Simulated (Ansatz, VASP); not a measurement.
**SnSe2 in VASP and in Ansatz**

File INCAR:

```
SYSTEM = SnSe2
PREC = Accurate
ENCUT = 520
EDIFF = 1E-6
ISMEAR = 0
SIGMA = 0.01
LREAL = .False.
LASPH = .True.
NELM = 60
ALGO = Normal
ISIF = 2
LWAVE = .False.
LCHARG = .False.
GGA = PE
NBANDS = 20
```

KPOINTS

```
Automatic mesh
0
Gamma
  6 6 6
  0 0 0
```

File POSCAR:

```
SnSe2
1.0
    1.9122916130      1.1040620775      6.3350942195
   -1.9122916130      1.1040620775      6.3350942195
    0.0000000000     -2.2081241550      6.3350942195
Sn Se
1 2
Direct
    0.0000000000      0.0000000000      0.0000000000
    0.2505568964      0.2505568964      0.2505568964
    0.7494431036      0.7494431036      0.7494431036
```

Input for Ansatz:

```yaml
crystal:
  lattice:
    - [1.912291613, 1.1040620775, 6.3350942195]
    - [-1.912291613, 1.1040620775, 6.3350942195]
    - [0.0, -2.208124155, 6.3350942195]
  atoms:
    - { symbol: Sn, position: [0.0, 0.0, 0.0] }
    - { symbol: Se, position: [0.2505568964, 0.2505568964, 0.2505568964] }
    - { symbol: Se, position: [0.7494431036, 0.7494431036, 0.7494431036] }
kpoints:
  mp_grid: { grid: [6, 6, 6] }
hamiltonian:
  xc: pbe
scf:
  occupations: { method: fixed }
  n_extra_bands: 4
output:
  forces: true
  stress: true
  eigenvalues: true
```

Alike in both runs: task single point; functional PBE; k mesh 6 × 6 × 6; no spin polarisation.

|  | VASP | Ansatz |
| --- | --- | --- |
| version | VASP 6.6.1 | Ansatz 0.2.0 |
| potentials or method | VASP PAW PBE potentials, release 64 (Sn_d, Se) | plane waves, PAW |
| plane-wave cutoff (eV) | 520 | 420 |
| occupations | gaussian, width 0.01 eV | fixed |
| valence electrons in the cell | 26 | 46 |

```tsv
	VASP	Ansatz	Ansatz less VASP
gap on the k mesh at the Fermi level (eV)	0.30	0.31	+0.004
pressure (GPa)	3.0	2.9	-0.07
traceless stress, the component that is largest in VASP (GPa)	0.08	0.07	-0.007
rms of the force components (eV/Å)	0.118	0.112	-0.0065
```

Atom by atom the forces differ by 0.007 eV/Å (rms over components). VASP's potentials hold 26 valence electrons a cell and Ansatz's 46, so a difference there can come from the potentials and not from the codes.
